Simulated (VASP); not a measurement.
Input of a VASP 6.6.1 run:

INCAR

```
ALGO     = Normal         # electronic algorithm
DIPOL    = 0.5 0.5 0.301
EDIFF    = 1E-7           # SCF threshold, eV
ENCUT    = 520            # plane-wave cutoff, eV
GGA      = PE             # functional
IDIPOL   = 3            
ISIF     = 2              # what is computed and relaxed
ISMEAR   = 0              # smearing method
IVDW     = 12             # dispersion correction
LASPH    = T              # aspherical terms in the spheres
LCHARG   = T              # write CHGCAR
LDIPOL   = T            
LELF     = T              # ELF
LREAL    = Auto         
LVACPOTAV= T            
LVHAR    = T            
LWAVE    = F              # write WAVECAR
NBANDS   = 44             # bands
NELM     = 60             # most SCF steps
PREC     = Accurate       # precision mode
SIGMA    = 0.1            # smearing width, eV
```

Contents of KPOINTS:

```
k-points
0
Gamma
  5 4 1
```

Contents of POSCAR:

```
Al16Cu
1.0
    5.6314608543      0.0000000000      0.0000000000
    0.0000000000      7.9640883162      0.0000000000
    0.0000000000      0.0000000000     21.3288851192
Al Cu
16 1
Direct
    0.2500000000      0.2500000000      0.1875391038
    0.2500000000      0.7500000000      0.1875391038
    0.7500000000      0.2500000000      0.1875391038
    0.7500000000      0.7500000000      0.1875391038
    0.0000000000      0.0000000000      0.2535465489
    0.0000000000      0.5000000000      0.2535465489
    0.5000000000      0.0000000000      0.2535465489
    0.5000000000      0.5000000000      0.2535465489
    0.2500000000      0.2500000000      0.3225569796
    0.2500000000      0.7500000000      0.3225569796
    0.7500000000      0.2500000000      0.3225569796
    0.7500000000      0.7500000000      0.3225569796
    0.0000000000      0.0000000000      0.3858094351
    0.0000000000      0.5000000000      0.3858094351
    0.5000000000      0.0000000000      0.3858094351
    0.5000000000      0.5000000000      0.3858094351
    0.2500000000      0.2500000000      0.5170868078
```

Potentials or basis: VASP PAW PBE potentials, release 64 (Al, Cu).

Command:

```bash
$ cat potpaw_PBE.64/Al/POTCAR potpaw_PBE.64/Cu/POTCAR > POTCAR
$ mpirun -np 1 vasp_std > vasp.out
```

**Question.** What does it give for the band gap on the k mesh?

**Answer.** Zero (an odd number of electrons rules out a gap without spin polarisation).

**Question.** What does it give for the dispersion energy per atom?

**Answer.** -0.212 eV.

**Question.** Estimate the largest force.

**Answer.** 1.088 eV/Å.

Forces on the atoms (eV/Å):
```
Al   0.000  0.000  0.166
Al   0.000  0.000  0.151
Al   0.000  0.000  0.182
Al   0.000  0.000  0.126
Al  -0.078 -0.019 -0.120
Al  -0.078  0.019 -0.120
Al   0.078 -0.019 -0.120
Al   0.078  0.019 -0.120
Al   0.000  0.000 -0.090
Al   0.000  0.000  0.060
Al   0.000  0.000 -0.038
Al   0.000  0.000 -0.075
Al   0.039  0.148  0.271
Al   0.039 -0.148  0.271
Al  -0.039  0.148  0.271
Al  -0.039 -0.148  0.271
Cu   0.000  0.000 -1.088
```
